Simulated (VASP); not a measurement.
Wanted: the native input for a VASP 6.6.1 run.

* Task: single point
* Functional: PBE
* Potentials or basis: VASP PAW PBE potentials, release 64 (As)
* Cutoff: 520 eV
* k mesh: 6 × 6 × 8
* Occupations: fermi-dirac, width 0.05 eV
* Spin: no spin polarisation
* Dipole correction: no
* Further INCAR settings: ALGO = Normal; EDIFF = 1e-07; NBANDS = 12

The structure of As lies in POSCAR:

```
As
1.0
    4.5664000000      0.0000000000      0.0000000000
   -2.2832000000      3.9546200000      0.0000000000
    0.0000000000      0.0000000000      2.9470896000
As
2
Direct
    0.3333300000      0.6666700000      0.0000000000
    0.6666700000      0.3333300000      0.0000000000
```

This isn't the form of As at room conditions, which is rhombohedral.

One way to write it, as run:

INCAR

```
ALGO     = Normal         # electronic algorithm
EDIFF    = 1E-7           # SCF threshold, eV
ENCUT    = 520            # plane-wave cutoff, eV
GGA      = PE             # functional
ISIF     = 2              # what is computed and relaxed
ISMEAR   = -1             # smearing method
LASPH    = True           # aspherical terms in the spheres
LCHARG   = False          # write CHGCAR
LREAL    = False          # projectors in reciprocal space
LWAVE    = False          # write WAVECAR
NBANDS   = 12             # bands
NELM     = 60             # most SCF steps
PREC     = Accurate       # precision mode
SIGMA    = 0.05           # smearing width, eV
```

KPOINTS

```
k-points
0
Gamma
  6 6 8
```

Potentials or basis: VASP PAW PBE potentials, release 64 (As).

Command:

```bash
$ cat potpaw_PBE.64/As/POTCAR > POTCAR
$ mpirun -np 1 vasp_std > vasp.out
```

Results of the run:

The pressure is -1.4 GPa and the band gap on the k mesh is zero (bands 5 and 6 overlap by 4.17 eV).

It used 59 s of CPU time on 1 thread of AMD EPYC 7R13 Processor (Zen 3), on a shared host.
